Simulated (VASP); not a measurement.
A run of VASP 6.6.1 is set up as follows.

Contents of INCAR:

```
SYSTEM = Au
ALGO     = Normal         ! electronic algorithm
EDIFF    = 1E-7           ! SCF threshold, eV
ENCUT    = 520            ! plane-wave cutoff, eV
GGA      = PE             ! functional
ISIF     = 2              ! what is computed and relaxed
ISMEAR   = 0              ! smearing method
LASPH    = .True.         ! aspherical terms in the spheres
LCHARG   = .False.        ! write CHGCAR
LREAL    = .False.        ! projectors in reciprocal space
LWAVE    = .False.        ! write WAVECAR
NBANDS   = 12             ! bands
NELM     = 60             ! most SCF steps
PREC     = Accurate       ! precision mode
SIGMA    = 0.15           ! smearing width, eV
```

KPOINTS

```
k-points
0
Gamma
  24 24 24
  0 0 0
```

Contents of POSCAR:

```
Au
1.0
    0.0000000000      2.0166676752      2.0166676752
    2.0166676752      0.0000000000      2.0166676752
    2.0166676752      2.0166676752      0.0000000000
Au
1
Direct
    0.0000000000      0.0000000000      0.0000000000
```

Potentials or basis: VASP PAW PBE potentials, release 64 (Au).

Command:

```sh
$ cat potpaw_PBE.64/Au/POTCAR > POTCAR
$ mpirun -np 1 vasp_std > vasp.out
```

Q: Estimate the pressure.

A: 16.3 GPa.

Q: Estimate the band gap on the k mesh.

A: Zero (an odd number of electrons rules out a gap without spin polarisation).

Caveat: the cell differs from its parent crystal (strain -0.030 along x and y, -0.030 along z); the cell stands under pressure; spin-orbit coupling is left out, which moves the levels of the heavy elements.
